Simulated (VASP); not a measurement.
Crystal: AlN.

```
Al N
1.0
     4.39777    0.00000    0.00000
     0.00000    4.39777    0.00000
     0.00000    0.00000    4.39777
Al N
4 4
Direct
  0.86309 0.63691 0.36309
  0.63691 0.36309 0.86309
  0.36309 0.86309 0.63691
  0.13691 0.13691 0.13691
  0.15870 0.34130 0.65870
  0.34130 0.65870 0.15870
  0.65870 0.15870 0.34130
  0.84130 0.84130 0.84130
```

```yaml
Program: VASP 6.6.1
Task: relaxation of cell and atoms
Functional: PBEsol
Potentials_or_basis: VASP PAW PBE potentials, release 64 (Al, N)
Cutoff: 600 eV
k_mesh: 6 × 6 × 6
Occupations: fermi-dirac, width 0.03 eV
Spin: no spin polarisation
```

At the start: pressure -25.1 GPa; volume 10.63 Å³/atom.

Question: How do energy, volume and symmetry change on relaxing?

Answer: Over 32 steps the energy falls by 1655.3 meV/atom and the volume is 8.26 Å³/atom (-22.3 %); space group P2_13 (No. 198, to 0.1 Å) before, Fm-3m (No. 225, to 0.1 Å).

The path:
```csv
step,energy change (eV),largest force (eV/Å),pressure (GPa),volume (Å³)
1,0.0000,2.8576,-25.06,85.05
2,-2.8968,3.2135,15.83,66.18
3,-2.8953,3.1647,18.68,65.54
4,-4.9754,2.6070,38.67,63.98
5,-5.1476,3.2305,49.57,63.46
6,-6.7165,3.2761,34.54,67.39
7,-8.9580,2.0698,4.27,80.14
8,-8.9933,1.7974,1.32,82.02
9,-9.2788,1.7107,-3.72,81.88
10,-9.9063,1.5051,-16.78,81.44
11,-10.3821,1.2765,-31.68,80.57
12,-10.5136,1.2859,-31.31,79.94
13,-10.8790,1.4686,-29.62,78.06
14,-11.3687,2.0691,-22.42,74.39
15,-10.1754,4.5347,14.28,67.40
16,-11.4306,2.2308,-19.98,73.53
17,-11.4415,2.4041,-17.65,72.86
18,-11.6324,2.3033,-16.68,72.24
19,-12.1379,1.9365,-13.09,70.42
20,-12.7418,1.2138,-1.89,66.87
21,-12.7794,1.4995,4.70,65.42
22,-12.7843,1.4192,2.89,65.79
23,-12.8937,1.2519,1.80,65.98
24,-13.1278,0.7446,-1.22,66.56
25,-13.1730,0.3657,-5.97,67.73
26,-13.2219,0.1599,-4.19,67.24
27,-13.2411,0.1131,0.38,66.04
28,-13.2411,0.1144,0.24,66.08
29,-13.2424,0.0568,0.07,66.12
30,-13.2427,0.0201,-0.07,66.15
31,-13.2428,0.0142,0.02,66.13
32,-13.2428,0.0077,0.13,66.10
```

Final structure:
```cif
data_structure
_symmetry_space_group_name_H-M 'P 1'
_symmetry_Int_Tables_number 1
_cell_length_a 4.0434
_cell_length_b 4.0434
_cell_length_c 4.0434
_cell_angle_alpha 90.000
_cell_angle_beta 90.000
_cell_angle_gamma 90.000
_cell_volume 66.10
loop_
_atom_site_label
_atom_site_type_symbol
_atom_site_fract_x
_atom_site_fract_y
_atom_site_fract_z
_atom_site_occupancy
Al1 Al 0.74990 0.75010 0.24990 1
Al2 Al 0.75010 0.24990 0.74990 1
Al3 Al 0.24990 0.74990 0.75010 1
Al4 Al 0.25010 0.25010 0.25010 1
N1 N 0.25003 0.24997 0.75003 1
N2 N 0.24997 0.75003 0.25003 1
N3 N 0.75003 0.25003 0.24997 1
N4 N 0.74997 0.74997 0.74997 1
```

Caveat: the volume moved by over 15 % at a fixed basis, so the end points are rough; the PAW data sets were made with another functional, which shifts forces and pressure a little.
